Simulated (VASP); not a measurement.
# B (P6_3/mmc) in VASP: notebook

The runs below take B through single point, with PBEsol.

All numbers are computed with VASP 6.6.1; they aren't measurements. Logs are shortened: lines on timing, memory, paths and dates and some standing lists are left out, and cuts for length are marked.

## 1. The cell of the first run

The structure is hexagonal, space group P6_3/mmc (No. 194). The conventional cell has a = 1.710 Å, b = 1.710 Å, c = 14.337 Å, α = 90.00°, β = 90.00°, γ = 120.00°. B (site symmetry -3m) has 6 B at 1.71 Å within 2.3 Å. B (site symmetry -6m2) has 6 B at 1.71 Å within 2.3 Å.

## 2. Single point, PBEsol

Input file INCAR:

```
PREC     = Accurate       # precision mode
ENCUT    = 520            # plane-wave cutoff, eV
EDIFF    = 1E-6           # SCF threshold, eV
ISMEAR   = -1             # smearing method
SIGMA    = 0.1            # smearing width, eV
LREAL    = F              # projectors in reciprocal space
LASPH    = T              # aspherical terms in the spheres
NELM     = 80             # most SCF steps
ALGO     = Normal         # electronic algorithm
ISIF     = 2              # what is computed and relaxed
LWAVE    = F              # write WAVECAR
LCHARG   = T              # write CHGCAR
GGA      = PS             # functional
LELF     = T              # ELF
LVHAR    = T            
NBANDS   = 14             # bands
```

Input file KPOINTS:

```
Automatic mesh
0
Gamma
  17 17 5
```

Input file POSCAR:

```
B
1.0
    1.7098334540      0.0000000000      0.0000000000
   -0.8549167270      1.4807592074      0.0000000000
    0.0000000000      0.0000000000     14.3370503335
B
4
Direct
    0.0000000000      0.0000000000      0.0000000000
    0.0000000000      0.0000000000      0.5000000000
    0.3333333333      0.6666666667      0.2500000000
    0.6666666667      0.3333333333      0.7500000000
```

Potentials or basis: VASP PAW PBE potentials, release 64 (B).

Launch:

```sh
$ cat potpaw_PBE.64/B/POTCAR > POTCAR
$ mpirun -np 1 vasp_std > vasp.out
```

OUTCAR:

```text
PREC = Accurate
   ENCUT = 520
   EDIFF = 1E-6
   ISMEAR = -1
   LREAL = F
   LASPH = T
   NELM = 80
   ISIF = 2
   GGA = PS

 ion  position               nearest neighbor table
   1  0.000  0.000  0.000-
   2  0.000  0.000  0.500-
   3  0.333  0.667  0.250-
   4  0.667  0.333  0.750-

  LATTYP: Found a hexagonal cell.
 ALAT       =     1.7098334540
 C/A-ratio  =     8.3850566264

  Lattice vectors:

 A1 = (   1.7098334540,   0.0000000000,   0.0000000000)
 A2 = (  -0.8549167270,   1.4807592074,   0.0000000000)
 A3 = (   0.0000000000,   0.0000000000,  14.3370503335)

Analysis of symmetry for initial positions (statically):
=====================================================================
 Subroutine PRICEL returns:
 Original cell was already a primitive cell.

 Routine SETGRP: Setting up the symmetry group for a
 hexagonal supercell.

 Subroutine GETGRP returns: Found 24 space group operations
 (whereof 12 operations were pure point group operations)
 out of a pool of 24 trial point group operations.

The static configuration has the point symmetry D_3d.
 The point group associated with its full space group is D_6h.

Analysis of symmetry for dynamics (positions and initial velocities):
=====================================================================
 Subroutine PRICEL returns:
 Original cell was already a primitive cell.

 Routine SETGRP: Setting up the symmetry group for a
 hexagonal supercell.

 Subroutine GETGRP returns: Found 24 space group operations
 (whereof 12 operations were pure point group operations)
 out of a pool of 24 trial point group operations.

The dynamic configuration has the point symmetry D_3d.
 The point group associated with its full space group is D_6h.

 Subroutine INISYM returns: Found 24 space group operations
 (whereof 12 operations are pure point group operations),
 and found     1 'primitive' translations

----------------------------------------------------------------------------------------

                                     Primitive cell

  volume of cell :      36.2993

  direct lattice vectors                    reciprocal lattice vectors
     1.709833454  0.000000000  0.000000000     0.584852284  0.337664623  0.000000000
    -0.854916727  1.480759207  0.000000000     0.000000000  0.675329247  0.000000000
     0.000000000  0.000000000 14.337050334     0.000000000  0.000000000  0.069749354

  length of vectors
     1.709833454  1.709833454 14.337050334     0.675329247  0.675329247  0.069749354

  position of ions in fractional coordinates (direct lattice)
     0.000000000  0.000000000  0.000000000
     0.000000000  0.000000000  0.500000000
     0.333333333  0.666666667  0.250000000
     0.666666667  0.333333333  0.750000000

  ion indices of the primitive-cell ions
   primitive index   ion index
                 1           1
                 2           2
                 3           3
                 4           4

----------------------------------------------------------------------------------------

 KPOINTS: Automatic mesh

Automatic generation of k-mesh.
 Grid dimensions read from file:
 generate k-points for:   17   17    5

 Generating k-lattice:

  Cartesian coordinates                     Fractional coordinates (reciprocal lattice)
     0.034403076  0.019862625  0.000000000     0.058823529 -0.000000000  0.000000000
     0.000000000  0.039725250  0.000000000     0.000000000  0.058823529  0.000000000
     0.000000000  0.000000000  0.013949871     0.000000000  0.000000000  0.200000000

  Length of vectors
     0.039725250  0.039725250  0.013949871

  Shift w.r.t. Gamma in fractional coordinates (k-lattice)
     0.000000000  0.000000000  0.000000000

 Subroutine IBZKPT returns following result:
 ===========================================

 Found     99 irreducible k-points:

 Following reciprocal coordinates:
            Coordinates               Weight
  0.000000  0.000000  0.000000      1.000000
  0.058824  0.000000  0.000000      6.000000
  0.117647  0.000000  0.000000      6.000000
  0.176471  0.000000  0.000000      6.000000
  0.235294  0.000000  0.000000      6.000000
  0.294118  0.000000  0.000000      6.000000
[... 16 lines left out ...]
  0.411765  0.117647  0.000000     12.000000
  0.176471  0.176471  0.000000      6.000000
 [... further k-points ...]
   k-points           NKPTS =     99   k-points in BZ     NKDIM =     99   number of bands    NBANDS=     14
   number of dos      NEDOS =    301   number of ions     NIONS =      4
   total plane-waves  NPLWV =  21168
   dimension x,y,z NGX =    14 NGY =   14 NGZ =  108
   dimension x,y,z NGXF=    28 NGYF=   28 NGZF=  216
   ions per type =               4
   NGX,Y,Z   is equivalent  to a cutoff of  13.61, 13.61, 12.52 a.u.
   NGXF,Y,Z  is equivalent  to a cutoff of  27.22, 27.22, 25.05 a.u.
 SYSTEM =  unknown system
   PREC   = accura    normal or accurate (medium, high low for compatibility)
   ISTART =      0    job   : 0-new  1-cont  2-samecut
   ICHARG =      2    charge: 1-file 2-atom 10-const
   ISPIN  =      1    spin polarized calculation?
   LNONCOLLINEAR =      F non collinear calculations
   LSORBIT =      F    spin-orbit coupling
   LASPH  =      T    aspherical Exc in radial PAW
   ENCUT  =  520.0 eV  38.22 Ry    6.18 a.u.   3.18  3.18 26.66*2*pi/ulx,y,z
   NELM   =     80;   NELMIN=  2; NELMDL= -5     # of ELM steps
   EDIFF  = 0.1E-05   stopping-criterion for ELM
   LREAL  =      F    real-space projection
   EDIFFG = 0.1E-04   stopping-criterion for IOM
   NSW    =      0    number of steps for IOM
   IBRION =     -1    ionic relax: 0-MD 1-quasi-New 2-CG
   NFREE  =      0    steps in history (QN), initial steepest desc. (CG)
   ISIF   =      2    stress and relaxation
   ISYM   =      2    0-nonsym 1-usesym 2-fastsym
   POTIM  = 0.5000    time-step for ionic-motion
   TEBEG  =    0.0;   TEEND  =   0.0 temperature during run
   PSTRESS=    0.0 pullay stress
   NELECT =      12.0000    total number of electrons
   NUPDOWN=      -1.0000    fix difference up-down
   EMIN   =  10.00;   EMAX   =-10.00  energy-range for DOS
   EFERMI =   0.00;   METHOD = LEGACY
   ISMEAR =    -1;   SIGMA  =   0.10  broadening in eV -4-tet -1-fermi 0-gaus
   EFERMI_NEDOS =   21; number of points for ismear=-14 and -15
   IALGO  =     38    algorithm
   IMIX   =      4    mixing-type and parameters
     AMIX     =   0.40;   BMIX     =  1.00
     AMIX_MAG =   1.60;   BMIX_MAG =  1.00
  volume/ion in A,a.u.               =       9.07        61.24
  Fermi-wavevector in a.u.,A,eV,Ry     =   1.131973  2.139118 17.433986  1.281362
  Thomas-Fermi vector in A             =   2.268673
   LORBIT       =      0    0 simple, 1 ext, 2 COOP (PROOUT), +10 PAW based schemes
   GGA     = PS    functional components
   LHFCALC =     F    Hartree Fock is set to
   AEXX    =    0.0000 exact exchange contribution
   IVDW    =     0    specifies the selected vdW correction
   LEPSILON=     F    determine dielectric tensor
   LRPA    =     F    only Hartree local field effects (RPA)
 non-spin polarized calculation
  energy-cutoff  :      520.00
  volume of cell :       36.30
 maximum number of plane-waves:      1001
 NGX is ok and might be reduce to    14
   NGX =  7   NGY =  7   NGZ = 53

 number of electron      12.0000000 magnetization

 Free energy of the ion-electron system (eV)
  ---------------------------------------------------
  ext. energy  EPLUGINS =         0.00000000
  ---------------------------------------------------
  free energy    TOTEN  =       -25.21364596 eV

  energy without entropy =      -25.17374519  energy(sigma->0) =      -25.19369558

 E-fermi :   5.2329     XC(G=0): -10.3111

 val. band max:        5.1774366542   @ k =   0.3529   0.2353   0.0000
 cond. band min:       5.2428341380   @ k =   0.3529   0.0000   0.2000
 fundamental gap:      0.0653974838
 Fermi energy:         5.2328950428

 k-point     1 :       0.0000    0.0000    0.0000
  band No.  band energies     occupation
      1     -11.8014      2.00000
      2     -11.6246      2.00000
      3     -11.6243      2.00000
      4     -11.4285      2.00000
      5      -3.3929      2.00000
      6      -2.4525      2.00000
      7      -2.4524      2.00000
      8      -1.2745      2.00000
      9       7.5837      0.00000
     10      10.3254      0.00000
     11      10.3254      0.00000
     12      14.5496      0.00000
     13      19.5671      0.00000
     14      25.4551      0.00000

 k-point     2 :       0.0588    0.0000    0.0000
  band No.  band energies     occupation
      1     -11.6416      2.00000
      2     -11.4673      2.00000
      3     -11.4670      2.00000
      4     -11.2742      2.00000
      5      -3.1633      2.00000
      6      -2.2257      2.00000
      7      -2.2255      2.00000
      8      -1.0489      2.00000
      9       7.7778      0.00000
     10      10.5208      0.00000
     11      10.5209      0.00000
     12      14.7691      0.00000
     13      19.6391      0.00000
     14      25.4449      0.00000

 k-point     3 :       0.1176    0.0000    0.0000
  band No.  band energies     occupation
      1     -11.1639      2.00000
      2     -10.9968      2.00000
      3     -10.9965      2.00000
      4     -10.8127      2.00000
      5      -2.4754      2.00000
      6      -1.5461      2.00000
      7      -1.5459      2.00000
      8      -0.3734      2.00000
      9       8.3555      0.00000
     10      11.0998      0.00000
     11      11.0998      0.00000
     12      15.4240      0.00000
     13      19.7690      0.00000
     14      25.0130      0.00000
[... 324 lines left out ...]
 k-point    23 :       0.4118    0.1176    0.0000
  band No.  band energies     occupation
      1      -2.9502      2.00000
      2      -2.9178      2.00000
      3      -2.9175      2.00000
      4      -2.8848      2.00000
      5       6.5437      0.00000
      6       6.6297      0.00000
      7       6.6349      0.00000
      8       6.7299      0.00000
      9      10.6277      0.00000
     10      11.0998      0.00000
     11      11.1069      0.00000
     12      11.5869      0.00000
     13      17.9106      0.00000
     14      18.0063      0.00000

 k-point    24 :       0.1765    0.1765    0.0000
  band No.  band energies     occupation
      1      -7.5743      2.00000
      2      -7.4560      2.00000
      3      -7.4557      2.00000
      4      -7.3299      2.00000
      5       2.7335      2.00000
      6       3.5891      2.00000
      7       3.5894      2.00000
      8       4.7029      1.99007
      9      12.4065      0.00000
     10      14.8164      0.00000
     11      14.8164      0.00000
     12      16.3884      0.00000
     13      16.4038      0.00000
     14      16.4039      0.00000

 [... further k-points ...]
[... 5 lines left out ...]
  --------------------------------------------------------------------------------------
  -------------------------------------------------------------------------------------
  Total        0.0696178      0.0696178     -0.0058062      0.0000000     -0.0000000      0.0000000
  in kB        3.0727908      3.0727908     -0.2562742      0.0000000     -0.0000000      0.0000000
  external PRESSURE =       1.9631024 kB  Pullay stress =       0.0000000 kB

 VOLUME and BASIS-vectors are now :
 -----------------------------------------------------------------------------
  energy-cutoff  :      520.00
  volume of cell :       36.30
      direct lattice vectors                 reciprocal lattice vectors
     1.709833454  0.000000000  0.000000000     0.584852284  0.337664623  0.000000000
    -0.854916727  1.480759207  0.000000000     0.000000000  0.675329247  0.000000000
     0.000000000  0.000000000 14.337050334     0.000000000  0.000000000  0.069749354

 POSITION                                       TOTAL-FORCE (eV/Angst)
 -----------------------------------------------------------------------------------
      0.00000      0.00000      0.00000        -0.000000      0.000000      0.000000
      0.00000      0.00000      7.16853        -0.000000      0.000000      0.000000
     -0.00000      0.98717      3.58426        -0.000000      0.000000     -0.000000
      0.85492      0.49359     10.75279         0.000000     -0.000000      0.000000
 -----------------------------------------------------------------------------------
    total drift:                               -0.000000      0.000000      0.000000

  FREE ENERGIE OF THE ION-ELECTRON SYSTEM (eV)
  ---------------------------------------------------
  free  energy   TOTEN  =       -25.2136459639 eV

  energy  without entropy=      -25.1737451948  energy(sigma->0) =      -25.19369558
```

Wall time 28 s (1 thread of AMD EPYC 7R13 (Zen 3), shared host); peak memory 0.14 GiB.

Results:

* Free energy: -25.2136 eV
* Pressure: 0.2 GPa
* Band gap on the k mesh: zero (band 6 reaches 8.31 eV, above the bottom of band 7 at -2.45 eV)

Levels at points of the mesh, in eV from the Fermi level:
| k point | band 5 | band 6 | band 7 | band 8 | band 9 | band 10 | band 11 | band 12 |
| --- | --- | --- | --- | --- | --- | --- | --- | --- |
| (0.00, 0.00, 0.00) | -8.63 | -7.69 | -7.69 | -6.51 | 2.35 | 5.09 | 5.09 | 9.32 |

Caveat: the PAW data sets were made with another functional, which shifts forces and pressure a little; this functional lacks dispersion, which binds the layers, so the pressure and a relaxed spacing across them are unreliable.

## 3. Single point, PBEsol (volume scaled by 0.88)

Input file INCAR:

```
PREC = Accurate ; ENCUT = 520
EDIFF = 1E-6 ; ISMEAR = -1
SIGMA = 0.1 ; LREAL = False
LASPH = True ; NELM = 100
ALGO = Normal ; ISIF = 2
LWAVE = False ; LCHARG = False
GGA = PS ; NBANDS = 14
```

Input file KPOINTS:

```
regular mesh
0
Gamma
  23 23 3
```

Input file POSCAR:

```
B
1.0
    1.6385059927      0.0000000000      0.0000000000
   -0.8192529964      1.4189878140      0.0000000000
    0.0000000000      0.0000000000     13.7389655319
B
4
Direct
    0.0000000000      0.0000000000      0.0000000000
    0.0000000000      0.0000000000      0.5000000000
    0.3333333333      0.6666666667      0.2500000000
    0.6666666667      0.3333333333      0.7500000000
```

Potentials or basis: VASP PAW PBE potentials, release 64 (B).

Launch:

```sh
$ cat potpaw_PBE.64/B/POTCAR > POTCAR
$ mpirun -np 1 vasp_std > vasp.out
```

It took 22 s on 1 thread of AMD EPYC 7R13 (Zen 3), shared host; peak memory 0.13 GiB.

The run converged. Its results:

```yaml
Free_energy: -24.8992 eV
Pressure: 29.2 GPa
Band_gap_on_the_k_mesh: zero (band 6 reaches 9.86 eV, above the bottom of band 7 at -2.29 eV)
```

Stress tensor (GPa, compression positive):
```
43.55  0.00  0.00
 0.00 43.55  0.00
 0.00  0.00  0.65
```

Levels at points of the mesh, in eV from the Fermi level:
| k point | band 4 | band 5 | band 6 | band 7 | band 8 | band 9 | band 10 | band 11 |
| --- | --- | --- | --- | --- | --- | --- | --- | --- |
| (0.00, 0.00, 0.00) | -17.80 | -9.88 | -8.80 | -8.80 | -7.45 | 2.00 | 5.03 | 5.03 |

Caveat: the PAW data sets were made with another functional, which shifts forces and pressure a little.

[end of part 1 of 2]
